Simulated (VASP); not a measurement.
Write the native input for VASP 6.6.1 that does the following.

| Item | Value |
| --- | --- |
| Task | relaxation of cell and atoms |
| Functional | PBEsol |
| Potentials or basis | VASP PAW PBE potentials, release 64 (Ti_sv, Te, Se) |
| Cutoff | 600 eV |
| k mesh | 15 × 15 × 6 |
| Occupations | gaussian, width 0.1 eV |
| Spin | no spin polarisation |
| Dipole correction | no |
| Further INCAR settings | ALGO = Normal; EDIFF = 1e-06; IBRION = 2; EDIFFG = -0.005; NSW = 100; ISIF = 3 |

The structure of Ti2TeSe lies in POSCAR:

```
Ti2TeSe
1.0
    3.4823438919      0.0000000000      0.0000000000
   -1.7411719459      3.0157982752      0.0000000000
    0.0000000000      0.0000000000      7.1640390323
Ti Te Se
2 1 1
Direct
    0.3333333333      0.6666666667      0.2773448067
    0.6666666667      0.3333333333      0.7226551933
    0.0000000000      0.0000000000      0.0000000000
    0.0000000000      0.0000000000      0.5000000000
```

One way to write it, as run:

INCAR

```
ALGO     = Normal         # electronic algorithm
EDIFF    = 1E-6           # SCF threshold, eV
EDIFFG   = -0.005         # ionic threshold
ENCUT    = 600            # plane-wave cutoff, eV
GGA      = PS             # functional
IBRION   = 2              # ionic algorithm
ISIF     = 3              # what is computed and relaxed
ISMEAR   = 0              # smearing method
LASPH    = T              # aspherical terms in the spheres
LCHARG   = F              # write CHGCAR
LREAL    = F              # projectors in reciprocal space
LWAVE    = F              # write WAVECAR
NELM     = 100            # most SCF steps
NSW      = 100            # ionic steps
PREC     = Accurate       # precision mode
SIGMA    = 0.1            # smearing width, eV
```

KPOINTS

```
k-points
0
Gamma
  15 15 6
```

Potentials or basis: VASP PAW PBE potentials, release 64 (Ti_sv, Te, Se).

Launch:

```console
$ cat potpaw_PBE.64/Ti_sv/POTCAR potpaw_PBE.64/Te/POTCAR potpaw_PBE.64/Se/POTCAR > POTCAR
$ mpirun -np 1 vasp_std > vasp.out
```

It gave:

- Relaxed volume: 18.88 Å³/atom
- Relaxed cell: a = 3.496 Å, b = 3.496 Å, c = 7.134 Å, α = 90.00°, β = 90.00°, γ = 120.00°
- Space group after relaxing (to 0.1 Å): P-3m1 (No. 164)
- Energy gained by relaxing: 0.2 meV/atom
- Ionic steps: 12
- Pressure after relaxing: 0.0 GPa
- Band gap on the k mesh: zero (bands 18 and 19 overlap by 0.38 eV)

Caveat: the PAW data sets were made with another functional, which shifts forces and pressure a little; spin-orbit coupling is left out, which moves the levels of the heavy elements.

Run time: 12 min on 1 thread of Intel(R) Xeon(R) 6975P-C (Granite Rapids) (shared host), peak memory 0.46 GiB.
